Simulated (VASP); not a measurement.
**Hf: relaxation of cell and atoms with PBE**

The system is Hf.

```
CELL_PARAMETERS angstrom
3.19783 0.00000 0.00000
-1.59891 2.76940 0.00000
0.00000 0.00000 5.09958
ATOMIC_POSITIONS crystal
Hf 0.33333 0.66667 0.25000
Hf 0.66667 0.33333 0.75000
```

```json
{
  "Program": "VASP 6.6.1",
  "Task": "relaxation of cell and atoms",
  "Functional": "PBE",
  "Potentials or basis": "VASP PAW PBE potentials, release 64 (Hf_pv)",
  "Cutoff": "600 eV",
  "k mesh": "18 × 18 × 8",
  "Occupations": "gaussian, width 0.1 eV",
  "Spin": "no spin polarisation",
  "Dipole correction": "no",
  "Further INCAR settings": "ALGO = Fast; EDIFF = 1e-07; IBRION = 2; EDIFFG = -0.01; NSW = 80; ISIF = 3"
}
```

```yaml
Relaxed_volume: 22.44 Å³/atom
Relaxed_cell: a = 3.201 Å, b = 3.201 Å, c = 5.059 Å, α = 90.00°, β = 90.00°, γ = 120.00°
Space_group_after_relaxing_to_0.1_Å: P6_3/mmc (No. 194)
Energy_gained_by_relaxing: 0.8 meV/atom
Ionic_steps: 4
Pressure_after_relaxing: 0.0 GPa
Band_gap_on_the_k_mesh: zero (bands 10 and 11 overlap by 1.59 eV)
```

The path:
| step | energy change (eV) | largest force (eV/Å) | pressure (GPa) | volume (Å³) |
| --- | --- | --- | --- | --- |
| 1 | 0.0000 | 0.0000 | -0.68 | 45.16 |
| 2 | -0.0006 | 0.0000 | 0.88 | 44.53 |
| 3 | -0.0013 | 0.0000 | 0.20 | 44.80 |
| 4 | -0.0015 | 0.0000 | -0.01 | 44.88 |

Final structure:
```
Hf
1.0
     3.20059    0.00000    0.00000
    -1.60030    2.77179    0.00000
     0.00000    0.00000    5.05932
Hf
2
Direct
  0.33333 0.66667 0.25000
  0.66667 0.33333 0.75000
```

Levels at points of the mesh, in eV from the Fermi level:
```
           k point  band 8  band 9  band 10  band 11  band 12  band 13
(0.00, 0.00, 0.00)   -3.71    0.63     1.17     1.17     1.45     1.99
(0.50, 0.00, 0.00)   -2.75   -2.23    -0.82     0.78     0.86     1.67
(0.00, 0.00, 0.50)   -5.41    0.14     0.14     1.05     1.05     1.05
(0.50, 0.00, 0.50)   -3.41   -0.99    -0.99     1.15     1.15     2.63
```

It took 3.1 min on 1 thread of Intel(R) Xeon(R) 6975P-C (Granite Rapids), on a shared host, peak memory 0.28 GiB.

Caveat: spin-orbit coupling is left out, which moves the levels of the heavy elements.
